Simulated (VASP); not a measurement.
# Be2CdO3 (R-3m) in VASP: further runs

Runs on Be2CdO3. Level: PBE. Tasks: single point.

All numbers are computed with VASP 6.6.1; they aren't measurements. Logs are shortened: lines on timing, memory, paths and dates and some standing lists are left out, and cuts for length are marked.

## Step 1: The cell of the first run

The structure is trigonal, space group R-3m (No. 166). The conventional cell has a = 4.799 Å, b = 4.799 Å, c = 11.038 Å, α = 90.00°, β = 90.00°, γ = 120.00°. Within 3.5 Å of Be (site symmetry 3m) lie 9 O at 2.68 to 2.77 Å and 4 Be at 2.78 to 2.91 Å and 3 Cd at 2.81 Å. Within 3.0 Å of Cd (site symmetry -3m) lie 6 O at 2.30 Å and 6 Be at 2.81 Å. O (site symmetry 2/m) has 2 Cd at 2.30 Å and 4 O at 2.40 Å and 6 Be at 2.68 to 2.77 Å within 3.0 Å.

## Step 2: Single point, PBE, collinear spin, ferromagnetic start

Contents of INCAR:

```
  ALGO = Normal
  EDIFF = 1E-7
  ENCUT = 520
  GGA = PE
  ISIF = 2
  ISMEAR = 0
  ISPIN = 2
  LASPH = T
  LCHARG = T
  LELF = T
  LORBIT = 11
  LREAL = F
  LVHAR = T
  LWAVE = F
  MAGMOM = 0 0 0 1 1 1
  NBANDS = 30
  NELM = 150
  PREC = Accurate
  SIGMA = 0.1
```

Contents of KPOINTS:

```
k-points
0
Gamma
  6 6 6
```

Contents of POSCAR:

```
Be2CdO3
1.0
    2.3996993000      1.3854670400      3.6792992000
   -2.3996993000      1.3854670400      3.6792992000
    0.0000000000     -2.7709340800      3.6792992000
Be Cd O
2 1 3
Direct
    0.6258709400      0.6258709400      0.6258709400
    0.3741290600      0.3741290600      0.3741290600
    0.0000000000      0.0000000000      0.0000000000
    0.0000000000      0.5000000000      0.0000000000
    0.5000000000      0.0000000000      0.0000000000
    0.0000000000      0.0000000000      0.5000000000
```

Potentials or basis: VASP PAW PBE potentials, release 64 (Be, Cd, O).

Launch:

```sh
$ cat potpaw_PBE.64/Be/POTCAR potpaw_PBE.64/Cd/POTCAR potpaw_PBE.64/O/POTCAR > POTCAR
$ mpirun -np 1 vasp_std > vasp.out
```

OUTCAR:

```text
EDIFF = 1E-7
   ENCUT = 520
   GGA = PE
   ISIF = 2
   ISMEAR = 0
   ISPIN = 2
   LASPH = T
   LORBIT = 11
   LREAL = F
   NELM = 150
   PREC = Accurate

 ion  position               nearest neighbor table
   1  0.626  0.626  0.626-   3 2.81   3 2.81   3 2.81
   2  0.374  0.374  0.374-   3 2.81   3 2.81   3 2.81
   3  0.000  0.000  0.000-   4 2.30   5 2.30   4 2.30   5 2.30   6 2.30   6 2.30   2 2.81   1 2.81
                             2 2.81   1 2.81   2 2.81   1 2.81
   4  0.000  0.500  0.000-   3 2.30   3 2.30
   5  0.500  0.000  0.000-   3 2.30   3 2.30
   6  0.000  0.000  0.500-   3 2.30   3 2.30

  LATTYP: Found a trigonal (rhomboedric) cell.
 ALAT       =     4.6060089317
 COS(alpha) =     0.4571321836

  Lattice vectors:

 A1 = (   2.3996993000,   1.3854670400,   3.6792992000)
 A2 = (  -2.3996993000,   1.3854670400,   3.6792992000)
 A3 = (   0.0000000000,  -2.7709340800,   3.6792992000)

Analysis of symmetry for initial positions (statically):
=====================================================================
 Subroutine PRICEL returns:
 Original cell was already a primitive cell.

 Routine SETGRP: Setting up the symmetry group for a
 trigonal (rhombohedral) supercell.

 Subroutine GETGRP returns: Found 12 space group operations
 (whereof 12 operations were pure point group operations)
 out of a pool of 12 trial point group operations.

The static configuration has the point symmetry D_3d.

Analysis of symmetry for dynamics (positions and initial velocities):
=====================================================================
 Subroutine PRICEL returns:
 Original cell was already a primitive cell.

 Routine SETGRP: Setting up the symmetry group for a
 trigonal (rhombohedral) supercell.

 Subroutine GETGRP returns: Found 12 space group operations
 (whereof 12 operations were pure point group operations)
 out of a pool of 12 trial point group operations.

The dynamic configuration has the point symmetry D_3d.

Analysis of structural, dynamic, and magnetic symmetry:
=====================================================================
 Subroutine PRICEL returns:
 Original cell was already a primitive cell.

 Routine SETGRP: Setting up the symmetry group for a
 trigonal (rhombohedral) supercell.

 Subroutine GETGRP returns: Found 12 space group operations
 (whereof 12 operations were pure point group operations)
 out of a pool of 12 trial point group operations.

The overall configuration has the point symmetry D_3d.

 Subroutine INISYM returns: Found 12 space group operations
 (whereof 12 operations are pure point group operations),
 and found     1 'primitive' translations

----------------------------------------------------------------------------------------

                                     Primitive cell

  volume of cell :      73.3955

  direct lattice vectors                    reciprocal lattice vectors
     2.399699300  1.385467040  3.679299200     0.208359439  0.120296378  0.090596963
    -2.399699300  1.385467040  3.679299200    -0.208359439  0.120296378  0.090596963
     0.000000000 -2.770934080  3.679299200     0.000000000 -0.240592756  0.090596963

  length of vectors
     4.606008929  4.606008929  4.606008932     0.257084974  0.257084974  0.257084974

  position of ions in fractional coordinates (direct lattice)
     0.625870940  0.625870940  0.625870940
     0.374129060  0.374129060  0.374129060
     0.000000000  0.000000000  0.000000000
     0.000000000  0.500000000  0.000000000
     0.500000000  0.000000000  0.000000000
     0.000000000  0.000000000  0.500000000

  ion indices of the primitive-cell ions
   primitive index   ion index
                 1           1
                 2           2
                 3           3
                 4           4
                 5           5
                 6           6

----------------------------------------------------------------------------------------

 KPOINTS: k-points

Automatic generation of k-mesh.
 Grid dimensions read from file:
 generate k-points for:    6    6    6

 Generating k-lattice:

  Cartesian coordinates                     Fractional coordinates (reciprocal lattice)
     0.034726573  0.020049396  0.015099494     0.166666667  0.000000000  0.000000000
    -0.034726573  0.020049396  0.015099494     0.000000000  0.166666667  0.000000000
     0.000000000 -0.040098793  0.015099494     0.000000000  0.000000000  0.166666667

  Length of vectors
     0.042847496  0.042847496  0.042847496

  Shift w.r.t. Gamma in fractional coordinates (k-lattice)
     0.000000000  0.000000000  0.000000000

 Subroutine IBZKPT returns following result:
 ===========================================

 Found     32 irreducible k-points:

 Following reciprocal coordinates:
            Coordinates               Weight
  0.000000  0.000000  0.000000      1.000000
  0.166667  0.000000 -0.000000      6.000000
  0.333333  0.000000 -0.000000      6.000000
[... 70 lines left out ...]
  ext. energy  EPLUGINS =         0.00000000
  ---------------------------------------------------
  free energy    TOTEN  =       -18.67238011 eV

  energy without entropy =      -18.66345416  energy(sigma->0) =      -18.66791714

 E-fermi :   2.9080     XC(G=0): -10.3630

 val. band max:        2.9006544319   @ k =   0.5000   0.5000   0.1667
 cond. band min:       2.9290432539   @ k =  -0.1667   0.5000   0.1667
 fundamental gap:      0.0283888220
 Fermi energy:         2.9080382397

 spin component 1

 k-point     1 :       0.0000    0.0000    0.0000
  band No.  band energies     occupation
      1     -16.2310      1.00000
      2     -14.3151      1.00000
      3     -14.3151      1.00000
      4      -5.4063      1.00000
      5      -5.4063      1.00000
      6      -5.2476      1.00000
[... 21 lines left out ...]
     28      14.4026      0.00000
     29      17.5627      0.00000

 k-point     2 :       0.1667    0.0000   -0.0000
  band No.  band energies     occupation
      1     -16.1272      1.00000
      2     -14.4303      1.00000
      3     -14.3203      1.00000
      4      -5.4138      1.00000
      5      -5.4036      1.00000
      6      -5.2507      1.00000
[... 696 lines left out ...]
 k-point    24 :      -0.3333    0.5000    0.1667
  band No.  band energies     occupation
      1     -15.4895      1.00000
      2     -15.0169      1.00000
      3     -14.2766      1.00000
      4      -5.6791      1.00000
      5      -5.6100      1.00000
      6      -5.5057      1.00000
[... 21 lines left out ...]
     28      14.8875      0.00000
     29      15.3580      0.00000

 [... further k-points ...]

 spin component 2

 k-point     1 :       0.0000    0.0000    0.0000
  band No.  band energies     occupation
      1     -15.2713      1.00000
      2     -13.2468      1.00000
      3     -13.2468      1.00000
      4      -5.3911      1.00000
      5      -5.3911      1.00000
      6      -5.2110      1.00000
[... 21 lines left out ...]
     28      14.5393      0.00000
     29      17.6885      0.00000

 k-point     2 :       0.1667    0.0000   -0.0000
  band No.  band energies     occupation
      1     -15.1607      1.00000
      2     -13.3653      1.00000
      3     -13.2529      1.00000
      4      -5.3965      1.00000
      5      -5.3876      1.00000
      6      -5.2013      1.00000
[... 696 lines left out ...]
 k-point    24 :      -0.3333    0.5000    0.1667
  band No.  band energies     occupation
      1     -14.4656      1.00000
      2     -13.9845      1.00000
      3     -13.1962      1.00000
      4      -5.5805      1.00000
      5      -5.5682      1.00000
      6      -5.4076      1.00000
[... 21 lines left out ...]
     28      14.9970      0.00000
     29      15.5576      0.00000

 [... further k-points ...]

 [bands above 29 left out]

------------------------ aborting loop because EDIFF is reached ----------------------------------------

  FORCE on cell =-STRESS in cart. coord.  units (eV):
  Direction    XX          YY          ZZ          XY          YZ          ZX
  --------------------------------------------------------------------------------------
  -------------------------------------------------------------------------------------
  Total        1.8381884      1.8381884     -9.7216273      0.0000000      0.0000000      0.0000000
  in kB       40.1264948     40.1264950   -212.2169990      0.0000000      0.0000000      0.0000000
  external PRESSURE =     -43.9880031 kB  Pullay stress =       0.0000000 kB

 VOLUME and BASIS-vectors are now :
 -----------------------------------------------------------------------------
  energy-cutoff  :      520.00
  volume of cell :       73.40
      direct lattice vectors                 reciprocal lattice vectors
     2.399699300  1.385467040  3.679299200     0.208359439  0.120296378  0.090596963
    -2.399699300  1.385467040  3.679299200    -0.208359439  0.120296378  0.090596963
     0.000000000 -2.770934080  3.679299200     0.000000000 -0.240592756  0.090596963

 POSITION                                       TOTAL-FORCE (eV/Angst)
 -----------------------------------------------------------------------------------
      0.00000      0.00000      6.90830         0.000000     -0.000000     -0.002787
      0.00000      0.00000      4.12960         0.000000     -0.000000      0.002787
      0.00000      0.00000      0.00000         0.000000     -0.000000     -0.000000
     -1.19985      0.69273      1.83965        -0.000000     -0.000000     -0.000000
      1.19985      0.69273      1.83965         0.000000     -0.000000     -0.000000
      0.00000     -1.38547      1.83965        -0.000000      0.000000     -0.000000
 -----------------------------------------------------------------------------------
    total drift:                               -0.000000      0.000000     -0.000000

  FREE ENERGIE OF THE ION-ELECTRON SYSTEM (eV)
  ---------------------------------------------------
  free  energy   TOTEN  =       -18.6723801128 eV

  energy  without entropy=      -18.6634541643  energy(sigma->0) =      -18.66791714

 total charge

# of ion       s       p       d       tot
------------------------------------------
    1        0.328   0.230   0.000   0.557
    2        0.328   0.230   0.000   0.557
    3        0.391   0.335   9.575  10.301
    4        1.625   3.151   0.000   4.777
    5        1.625   3.151   0.000   4.777
    6        1.625   3.151   0.000   4.777
--------------------------------------------------
tot          5.923  10.248   9.575  25.746

 magnetization (x)

# of ion       s       p       d       tot
------------------------------------------
    1        0.034  -0.005   0.000   0.029
    2        0.034  -0.005   0.000   0.029
    3       -0.012  -0.004   0.026   0.010
    4        0.005   0.566   0.000   0.572
    5        0.005   0.566   0.000   0.572
    6        0.005   0.566   0.000   0.572
--------------------------------------------------
tot          0.073   1.685   0.026   1.784
```

It took 74 s on 1 thread of Intel Xeon 6975P-C (Granite Rapids), shared host; peak memory 0.3 GiB.

What came out:

```yaml
Free_energy: -18.6724 eV
Pressure: -4.4 GPa
Net_moment: 2.05 μB per cell
Site_moments: Be +0.03; Cd +0.01; O +0.57 μB
Valence_electrons_inside_the_program's_atomic_spheres: Be 0.56; Cd 10.30; O 4.78
```

Forces on the atoms (eV/Å):
```
Be   0.000  0.000 -0.003
Be   0.000  0.000  0.003
Cd   0.000  0.000  0.000
O    0.000  0.000  0.000
O    0.000  0.000  0.000
O    0.000  0.000  0.000
```

Stress tensor (GPa, compression positive):
```
  4.01   0.00   0.00
  0.00   4.01   0.00
  0.00   0.00 -21.22
```

## Step 3: Single point, PBE, collinear spin, ferromagnetic start

This run uses another cell than the first one, of 15.10 Å³/atom, 1.234 times its volume.

Contents of INCAR:

```
  PREC = Accurate
  ENCUT = 520
  EDIFF = 1E-6
  ISMEAR = 0
  SIGMA = 0.1
  LREAL = F
  LASPH = T
  NELM = 150
  ALGO = Normal
  ISIF = 2
  LWAVE = F
  LCHARG = F
  ISPIN = 2
  MAGMOM = 0 0 0 1 1 1
  LORBIT = 11
  GGA = PE
  NBANDS = 30
```

Contents of KPOINTS:

```
regular mesh
0
Gamma
  6 6 6
```

Contents of POSCAR:

```
Be2CdO3
1.0
    2.6181705959      1.5116014983      3.8150740891
   -2.6181705959      1.5116014983      3.8150740891
    0.0000000000     -3.0232029966      3.8150740891
Be Cd O
2 1 3
Direct
    0.8024548835      0.8024548835      0.8024548835
    0.1975451165      0.1975451165      0.1975451165
    0.0000000000      0.0000000000      0.0000000000
    0.0000000000      0.5000000000      0.0000000000
    0.5000000000      0.0000000000      0.0000000000
    0.0000000000      0.0000000000      0.5000000000
```

Potentials or basis: VASP PAW PBE potentials, release 64 (Be, Cd, O).

Launch:

```sh
$ cat potpaw_PBE.64/Be/POTCAR potpaw_PBE.64/Cd/POTCAR potpaw_PBE.64/O/POTCAR > POTCAR
$ mpirun -np 1 vasp_std > vasp.out
```

It took 68 s on 1 thread of Intel Xeon 6975P-C (Granite Rapids), shared host; peak memory 0.32 GiB.

The run converged. Its results:

* Free energy: -32.6265 eV
* Pressure: 0.4 GPa
* Largest force: 0.042 eV/Å
* Band gap on the k mesh: zero (filled and empty bands overlap)
* Net moment: 0.00 μB per cell
* Valence electrons inside the program's atomic spheres: Be 1.36; Cd 10.19; O 5.09

Forces in eV/Å, atoms in the order of the input:
```
Be   0.000  0.000 -0.042
Be   0.000  0.000  0.042
Cd   0.000  0.000  0.000
O    0.000  0.000  0.000
O    0.000  0.000  0.000
O    0.000  0.000  0.000
```

Stress tensor (GPa, compression positive):
```
0.29 0.00 0.00
0.00 0.29 0.00
0.00 0.00 0.68
```

Levels at points of the mesh, in eV from the Fermi level:
Spin up:
| k point | band 14 | band 15 | band 16 | band 17 | band 18 | band 19 | band 20 | band 21 |
| --- | --- | --- | --- | --- | --- | --- | --- | --- |
| (0.00, 0.00, 0.00) | -2.80 | -1.32 | -1.32 | -0.35 | -0.09 | 3.60 | 7.98 | 8.35 |
| (0.50, 0.00, 0.00) | -2.76 | -2.51 | -1.69 | -0.62 | 2.13 | 3.86 | 5.05 | 7.20 |
| (0.50, 0.50, 0.00) | -2.24 | -1.90 | -1.31 | -0.56 | 3.71 | 3.92 | 5.89 | 6.20 |
| (0.50, 0.50, 0.50) | -1.64 | -1.09 | -1.09 | -0.06 | 4.18 | 4.66 | 6.17 | 6.17 |
Spin down:
| k point | band 14 | band 15 | band 16 | band 17 | band 18 | band 19 | band 20 | band 21 |
| --- | --- | --- | --- | --- | --- | --- | --- | --- |
| (0.00, 0.00, 0.00) | -2.80 | -1.32 | -1.32 | -0.35 | -0.09 | 3.60 | 7.98 | 8.35 |
| (0.50, 0.00, 0.00) | -2.76 | -2.51 | -1.69 | -0.62 | 2.13 | 3.86 | 5.05 | 7.20 |
| (0.50, 0.50, 0.00) | -2.24 | -1.90 | -1.31 | -0.56 | 3.71 | 3.92 | 5.89 | 6.20 |
| (0.50, 0.50, 0.50) | -1.64 | -1.09 | -1.09 | -0.06 | 4.18 | 4.66 | 6.17 | 6.17 |

## Step 4: Single point, PBE

This run uses another cell than the first one, of 15.12 Å³/atom, 1.236 times its volume.

Contents of INCAR:

```
SYSTEM = Be2CdO3
PREC = Accurate
ENCUT = 520
EDIFF = 1E-6
ISMEAR = 0
SIGMA = 0.1
LREAL = .False.
LASPH = .True.
NELM = 60
ALGO = Normal
ISIF = 2
LWAVE = .False.
LCHARG = .True.
GGA = PE
LELF = .True.
LVHAR = .True.
NBANDS = 26
```

Contents of KPOINTS:

```
Automatic mesh
0
Gamma
  12 12 12
  0 0 0
```

Contents of POSCAR:

```
Be2CdO3
1.0
    2.6184362762      1.5117548889      3.8196795144
   -2.6184362762      1.5117548889      3.8196795144
    0.0000000000     -3.0235097778      3.8196795144
Be Cd O
2 1 3
Direct
    0.8026006204      0.8026006204      0.8026006204
    0.1973993796      0.1973993796      0.1973993796
    0.0000000000      0.0000000000      0.0000000000
    0.0000000000      0.5000000000      0.0000000000
    0.5000000000      0.0000000000      0.0000000000
    0.0000000000      0.0000000000      0.5000000000
```

Launch:

```sh
$ cat potpaw_PBE.64/Be/POTCAR potpaw_PBE.64/Cd/POTCAR potpaw_PBE.64/O/POTCAR > POTCAR
$ mpirun -np 1 vasp_std > vasp.out
```

It took 2.5 min on 1 thread of Intel Xeon 6975P-C (Granite Rapids), shared host; peak memory 0.51 GiB.

It converged, with:

```
Free energy            : -32.6258 eV
Pressure               : 0.4 GPa
Largest force          : 0.045 eV/Å
Band gap on the k mesh : zero (band 17 reaches 0.24 eV, above the bottom of band 18 at 0.17 eV)
```

Forces in eV/Å, atoms in the order of the input:
```
Be   0.000  0.000 -0.045
Be   0.000  0.000  0.045
Cd   0.000  0.000  0.000
O    0.000  0.000  0.000
O    0.000  0.000  0.000
O    0.000  0.000  0.000
```

Stress tensor (GPa, compression positive):
```
0.24 0.00 0.00
0.00 0.24 0.00
0.00 0.00 0.67
```

Levels at points of the mesh, in eV from the Fermi level:
```tsv
k point	band 15	band 16	band 17	band 18	band 19	band 20
(0.00, 0.00, 0.00)	-1.29	-1.29	-0.32	-0.05	3.64	8.02
(0.50, 0.00, 0.00)	-2.47	-1.66	-0.59	2.16	3.89	5.09
(0.50, 0.50, 0.00)	-1.87	-1.28	-0.52	3.73	3.95	5.92
(0.50, 0.50, 0.50)	-1.06	-1.06	-0.02	4.20	4.69	6.20
```

## Step 5: Summary

```csv
spin,cell,k mesh,gap on the mesh (eV),pressure (GPa),moment (μB),largest force (eV/Å)
"collinear, ferromagnetic start","a = 4.606 Å, angles 62.8°, 6 atoms",6 × 6 × 6,none,-4.4,2.05,-
"collinear, ferromagnetic start","a = 4.868 Å, angles 65.1°, 6 atoms",6 × 6 × 6,none,0.4,0.00,0.04
off,"a = 4.872 Å, angles 65.0°, 6 atoms",12 × 12 × 12,none,0.4,-,0.05
```

Alike in all rows: task single point; level PBE; potentials or basis VASP PAW PBE potentials, release 64 (Be, Cd, O); cutoff (eV) 520; smearing gaussian 0.1 eV.

Absolute energies hang on the potentials; compare differences alone.
